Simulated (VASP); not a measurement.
# AlCo3 (Pm-3m) in VASP: further runs

Runs on AlCo3. Level: PBEsol. Tasks: single point.

All numbers are computed with VASP 6.6.1; they aren't measurements. Logs are shortened: lines on timing, memory, paths and dates and some standing lists are left out, and cuts for length are marked.

## Step 1: The cell of the first run

It takes space group Pm-3m (No. 221, cubic). Conventional cell: a = 3.529 Å, b = 3.529 Å, c = 3.529 Å, α = 90.00°, β = 90.00°, γ = 90.00°. Within 3.3 Å of Al (site symmetry m-3m) lie 12 Co at 2.50 Å. Co (site symmetry 4/mmm) has 4 Al at 2.50 Å and 8 Co at 2.50 Å within 3.3 Å.

## Step 2: Single point, PBEsol, collinear spin, ferromagnetic start

Input file INCAR:

```
SYSTEM = AlCo3
PREC = Accurate
ENCUT = 520
EDIFF = 1E-6
ISMEAR = 0
SIGMA = 0.1
LREAL = .FALSE.
LASPH = .TRUE.
NELM = 150
ALGO = Fast
ISIF = 2
LWAVE = .FALSE.
LCHARG = .FALSE.
ISPIN = 2
MAGMOM = 0 1.46 1.46 1.46
LORBIT = 11
LMAXMIX = 4
GGA = PS
NBANDS = 27
```

Input file KPOINTS:

```
regular mesh
0
G
  12 12 12
  0 0 0
```

Input file POSCAR:

```
AlCo3
1.0
    3.5293180045      0.0000000000      0.0000000000
    0.0000000000      3.5293180045      0.0000000000
    0.0000000000      0.0000000000      3.5293180045
Al Co
1 3
Direct
    0.0000000000      0.0000000000      0.0000000000
    0.5000000000      0.5000000000      0.0000000000
    0.5000000000      0.0000000000      0.5000000000
    0.0000000000      0.5000000000      0.5000000000
```

Potentials or basis: VASP PAW PBE potentials, release 64 (Al, Co).

Launch:

```sh
> cat potpaw_PBE.64/Al/POTCAR potpaw_PBE.64/Co/POTCAR > POTCAR
> mpirun -np 1 vasp_std > vasp.out
```

OUTCAR:

```text
SYSTEM = AlCo3
   PREC = Accurate
   ENCUT = 520
   EDIFF = 1E-6
   ISMEAR = 0
   LREAL = .FALSE.
   LASPH = .TRUE.
   NELM = 150
   ISIF = 2
   ISPIN = 2
   LORBIT = 11
   GGA = PS

 ion  position               nearest neighbor table
   1  0.000  0.000  0.000-   2 2.50   3 2.50   4 2.50   3 2.50   4 2.50   2 2.50   4 2.50   4 2.50
                             2 2.50   3 2.50   3 2.50   2 2.50
   2  0.500  0.500  0.000-   1 2.50   3 2.50   4 2.50   3 2.50   4 2.50   1 2.50   3 2.50   3 2.50
                             1 2.50   4 2.50   4 2.50   1 2.50
   3  0.500  0.000  0.500-   1 2.50   2 2.50   4 2.50   1 2.50   2 2.50   2 2.50   4 2.50   2 2.50
                             1 2.50   4 2.50   1 2.50   4 2.50
   4  0.000  0.500  0.500-   1 2.50   2 2.50   3 2.50   1 2.50   2 2.50   1 2.50   3 2.50   1 2.50
                             2 2.50   3 2.50   2 2.50   3 2.50

  LATTYP: Found a simple cubic cell.
 ALAT       =     3.5293180045

  Lattice vectors:

 A1 = (   3.5293180045,   0.0000000000,   0.0000000000)
 A2 = (   0.0000000000,   3.5293180045,   0.0000000000)
 A3 = (   0.0000000000,   0.0000000000,   3.5293180045)

Analysis of symmetry for initial positions (statically):
=====================================================================
 Subroutine PRICEL returns:
 Original cell was already a primitive cell.

 Routine SETGRP: Setting up the symmetry group for a
 simple cubic supercell.

 Subroutine GETGRP returns: Found 48 space group operations
 (whereof 48 operations were pure point group operations)
 out of a pool of 48 trial point group operations.

The static configuration has the point symmetry O_h .

Analysis of symmetry for dynamics (positions and initial velocities):
=====================================================================
 Subroutine PRICEL returns:
 Original cell was already a primitive cell.

 Routine SETGRP: Setting up the symmetry group for a
 simple cubic supercell.

 Subroutine GETGRP returns: Found 48 space group operations
 (whereof 48 operations were pure point group operations)
 out of a pool of 48 trial point group operations.

The dynamic configuration has the point symmetry O_h .

Analysis of structural, dynamic, and magnetic symmetry:
=====================================================================
 Subroutine PRICEL returns:
 Original cell was already a primitive cell.

 Routine SETGRP: Setting up the symmetry group for a
 simple cubic supercell.

 Subroutine GETGRP returns: Found 48 space group operations
 (whereof 48 operations were pure point group operations)
 out of a pool of 48 trial point group operations.

The overall configuration has the point symmetry O_h .

 Subroutine INISYM returns: Found 48 space group operations
 (whereof 48 operations are pure point group operations),
 and found     1 'primitive' translations

----------------------------------------------------------------------------------------

                                     Primitive cell

  volume of cell :      43.9615

  direct lattice vectors                    reciprocal lattice vectors
     3.529318004  0.000000000  0.000000000     0.283340860  0.000000000  0.000000000
     0.000000000  3.529318004  0.000000000     0.000000000  0.283340860  0.000000000
     0.000000000  0.000000000  3.529318004     0.000000000  0.000000000  0.283340860

  length of vectors
     3.529318004  3.529318004  3.529318004     0.283340860  0.283340860  0.283340860

  position of ions in fractional coordinates (direct lattice)
     0.000000000  0.000000000  0.000000000
     0.500000000  0.500000000  0.000000000
     0.500000000  0.000000000  0.500000000
     0.000000000  0.500000000  0.500000000

  ion indices of the primitive-cell ions
   primitive index   ion index
                 1           1
                 2           2
                 3           3
                 4           4

----------------------------------------------------------------------------------------

 KPOINTS: regular mesh

Automatic generation of k-mesh.
 Grid dimensions read from file:
 generate k-points for:   12   12   12

 Generating k-lattice:

  Cartesian coordinates                     Fractional coordinates (reciprocal lattice)
     0.023611738  0.000000000  0.000000000     0.083333333  0.000000000  0.000000000
     0.000000000  0.023611738  0.000000000     0.000000000  0.083333333  0.000000000
     0.000000000  0.000000000  0.023611738     0.000000000  0.000000000  0.083333333

  Length of vectors
     0.023611738  0.023611738  0.023611738

  Shift w.r.t. Gamma in fractional coordinates (k-lattice)
     0.000000000  0.000000000  0.000000000

 Subroutine IBZKPT returns following result:
 ===========================================

 Found     84 irreducible k-points:

 Following reciprocal coordinates:
            Coordinates               Weight
  0.000000  0.000000  0.000000      1.000000
  0.083333  0.000000  0.000000      6.000000
  0.166667  0.000000  0.000000      6.000000
  0.250000  0.000000  0.000000      6.000000
  0.333333  0.000000  0.000000      6.000000
  0.416667  0.000000  0.000000      6.000000
[... 16 lines left out ...]
  0.333333  0.333333  0.000000     12.000000
  0.416667  0.333333  0.000000     24.000000
 [... further k-points ...]
   k-points           NKPTS =     84   k-points in BZ     NKDIM =     84   number of bands    NBANDS=     27
   number of dos      NEDOS =    301   number of ions     NIONS =      4
   total plane-waves  NPLWV =  21952
   dimension x,y,z NGX =    28 NGY =   28 NGZ =   28
   dimension x,y,z NGXF=    56 NGYF=   56 NGZF=   56
   ions per type =               1   3
   NGX,Y,Z   is equivalent  to a cutoff of  13.19, 13.19, 13.19 a.u.
   NGXF,Y,Z  is equivalent  to a cutoff of  26.38, 26.38, 26.38 a.u.
 SYSTEM =  AlCo3
   PREC   = accura    normal or accurate (medium, high low for compatibility)
   ISTART =      0    job   : 0-new  1-cont  2-samecut
   ICHARG =      2    charge: 1-file 2-atom 10-const
   ISPIN  =      2    spin polarized calculation?
   LNONCOLLINEAR =      F non collinear calculations
   LSORBIT =      F    spin-orbit coupling
   LASPH  =      T    aspherical Exc in radial PAW
   ENCUT  =  520.0 eV  38.22 Ry    6.18 a.u.   6.56  6.56  6.56*2*pi/ulx,y,z
   NELM   =    150;   NELMIN=  2; NELMDL= -5     # of ELM steps
   EDIFF  = 0.1E-05   stopping-criterion for ELM
   LREAL  =      F    real-space projection
   EDIFFG = 0.1E-04   stopping-criterion for IOM
   NSW    =      0    number of steps for IOM
   IBRION =     -1    ionic relax: 0-MD 1-quasi-New 2-CG
   NFREE  =      0    steps in history (QN), initial steepest desc. (CG)
   ISIF   =      2    stress and relaxation
   ISYM   =      2    0-nonsym 1-usesym 2-fastsym
   POTIM  = 0.5000    time-step for ionic-motion
   TEBEG  =    0.0;   TEEND  =   0.0 temperature during run
   PSTRESS=    0.0 pullay stress
   NELECT =      30.0000    total number of electrons
   NUPDOWN=      -1.0000    fix difference up-down
   EMIN   =  10.00;   EMAX   =-10.00  energy-range for DOS
   EFERMI =   0.00;   METHOD = LEGACY
   ISMEAR =     0;   SIGMA  =   0.10  broadening in eV -4-tet -1-fermi 0-gaus
   EFERMI_NEDOS =   21; number of points for ismear=-14 and -15
   IALGO  =     68    algorithm
   IMIX   =      4    mixing-type and parameters
     AMIX     =   0.40;   BMIX     =  1.00
     AMIX_MAG =   1.60;   BMIX_MAG =  1.00
  volume/ion in A,a.u.               =      10.99        74.17
  Fermi-wavevector in a.u.,A,eV,Ry     =   1.441311  2.723683 28.264447  2.077378
  Thomas-Fermi vector in A             =   2.559958
   LORBIT       =     11    0 simple, 1 ext, 2 COOP (PROOUT), +10 PAW based schemes
   GGA     = PS    functional components
   LHFCALC =     F    Hartree Fock is set to
   AEXX    =    0.0000 exact exchange contribution
   IVDW    =     0    specifies the selected vdW correction
   LEPSILON=     F    determine dielectric tensor
   LRPA    =     F    only Hartree local field effects (RPA)
 spin polarized calculation
 RMM-DIIS sequential band-by-band and
 Gauss-broadening in eV      SIGMA  =   0.10
  energy-cutoff  :      520.00
  volume of cell :       43.96
 maximum number of plane-waves:      1213
 NGX is ok and might be reduce to    28
   NGX = 13   NGY = 13   NGZ = 13

 number of electron      29.9999988 magnetization       3.7810364

 Free energy of the ion-electron system (eV)
  ---------------------------------------------------
  ext. energy  EPLUGINS =         0.00000000
  ---------------------------------------------------
  free energy    TOTEN  =       -28.03791949 eV

  energy without entropy =      -28.00502355  energy(sigma->0) =      -28.02147152

 E-fermi :  10.4139     XC(G=0): -13.0708

 val. band max:       10.4087204794   @ k =   0.4167   0.1667   0.1667
 cond. band min:      10.4144061122   @ k =   0.5000   0.0833   0.0000
 fundamental gap:      0.0056856328
 Fermi energy:        10.4138679422

 spin component 1

 k-point     1 :       0.0000    0.0000    0.0000
  band No.  band energies     occupation
      1       0.2177      1.00000
      2       5.2401      1.00000
      3       6.2287      1.00000
      4       6.2287      1.00000
      5       6.5950      1.00000
      6       6.5950      1.00000
[... 19 lines left out ...]
     26      24.6855      0.00000
     27      24.6855      0.00000

 k-point     2 :       0.0833    0.0000    0.0000
  band No.  band energies     occupation
      1       0.3051      1.00000
      2       5.2765      1.00000
      3       6.1868      1.00000
      4       6.2872      1.00000
      5       6.6134      1.00000
      6       6.6134      1.00000
[... 652 lines left out ...]
 k-point    24 :       0.4167    0.3333    0.0000
  band No.  band energies     occupation
      1       3.3719      1.00000
      2       5.0316      1.00000
      3       5.8835      1.00000
      4       6.6895      1.00000
      5       6.8501      1.00000
      6       7.2879      1.00000
[... 19 lines left out ...]
     26      23.6968      0.00000
     27      23.9964      0.00000

 [... further k-points ...]

 spin component 2

 k-point     1 :       0.0000    0.0000    0.0000
  band No.  band energies     occupation
      1       0.2683      1.00000
      2       6.1927      1.00000
      3       7.0788      1.00000
      4       7.0788      1.00000
      5       7.5796      1.00000
      6       7.5796      1.00000
[... 19 lines left out ...]
     26      24.9125      0.00000
     27      24.9125      0.00000

 k-point     2 :       0.0833    0.0000    0.0000
  band No.  band energies     occupation
      1       0.3557      1.00000
      2       6.2215      1.00000
      3       7.0037      1.00000
      4       7.1422      1.00000
      5       7.5921      1.00000
      6       7.5921      1.00000
[... 652 lines left out ...]
 k-point    24 :       0.4167    0.3333    0.0000
  band No.  band energies     occupation
      1       3.4446      1.00000
      2       5.2647      1.00000
      3       6.2828      1.00000
      4       7.5148      1.00000
      5       7.6918      1.00000
      6       8.2876      1.00000
[... 19 lines left out ...]
     26      24.0576      0.00000
     27      24.0960      0.00000

 [... further k-points ...]

------------------------ aborting loop because EDIFF is reached ----------------------------------------

  FORCE on cell =-STRESS in cart. coord.  units (eV):
  Direction    XX          YY          ZZ          XY          YZ          ZX
  --------------------------------------------------------------------------------------
  -------------------------------------------------------------------------------------
  Total       -0.1278565     -0.1278565     -0.1278565      0.0000000     -0.0000000      0.0000000
  in kB       -4.6597341     -4.6597341     -4.6597341      0.0000000     -0.0000000      0.0000000
  external PRESSURE =      -4.6597341 kB  Pullay stress =       0.0000000 kB

 VOLUME and BASIS-vectors are now :
 -----------------------------------------------------------------------------
  energy-cutoff  :      520.00
  volume of cell :       43.96
      direct lattice vectors                 reciprocal lattice vectors
     3.529318004  0.000000000  0.000000000     0.283340860  0.000000000  0.000000000
     0.000000000  3.529318004  0.000000000     0.000000000  0.283340860  0.000000000
     0.000000000  0.000000000  3.529318004     0.000000000  0.000000000  0.283340860

 POSITION                                       TOTAL-FORCE (eV/Angst)
 -----------------------------------------------------------------------------------
      0.00000      0.00000      0.00000         0.000000      0.000000      0.000000
      1.76466      1.76466      0.00000         0.000000      0.000000      0.000000
      1.76466      0.00000      1.76466         0.000000      0.000000      0.000000
      0.00000      1.76466      1.76466         0.000000      0.000000      0.000000
 -----------------------------------------------------------------------------------
    total drift:                                0.000000      0.000000      0.000000

  FREE ENERGIE OF THE ION-ELECTRON SYSTEM (eV)
  ---------------------------------------------------
  free  energy   TOTEN  =       -28.0379194880 eV

  energy  without entropy=      -28.0050235515  energy(sigma->0) =      -28.02147152

 total charge

# of ion       s       p       d       tot
------------------------------------------
    1        0.413   0.430   0.000   0.843
    2        0.489   0.542   7.342   8.372
    3        0.489   0.542   7.342   8.372
    4        0.489   0.542   7.342   8.372
--------------------------------------------------
tot          1.878   2.057  22.025  25.960

 magnetization (x)

# of ion       s       p       d       tot
------------------------------------------
    1       -0.002  -0.036   0.000  -0.038
    2       -0.002  -0.002   1.292   1.288
    3       -0.002  -0.002   1.292   1.288
    4       -0.002  -0.002   1.292   1.288
--------------------------------------------------
tot         -0.007  -0.041   3.875   3.827
```

It took 2.6 min on 1 thread of AMD EPYC 7R13, shared host; peak memory 0.27 GiB.

What came out:

```yaml
Free_energy: -28.0379 eV
Pressure: -0.5 GPa
Net_moment: 3.78 μB per cell
Site_moments: Al -0.04; Co +1.29 μB
Valence_electrons_inside_the_program's_atomic_spheres: Al 0.84; Co 8.37
```

Caveat: the PAW data sets were made with another functional, which shifts forces and pressure a little.

(Part 1 of 2 ends here.)
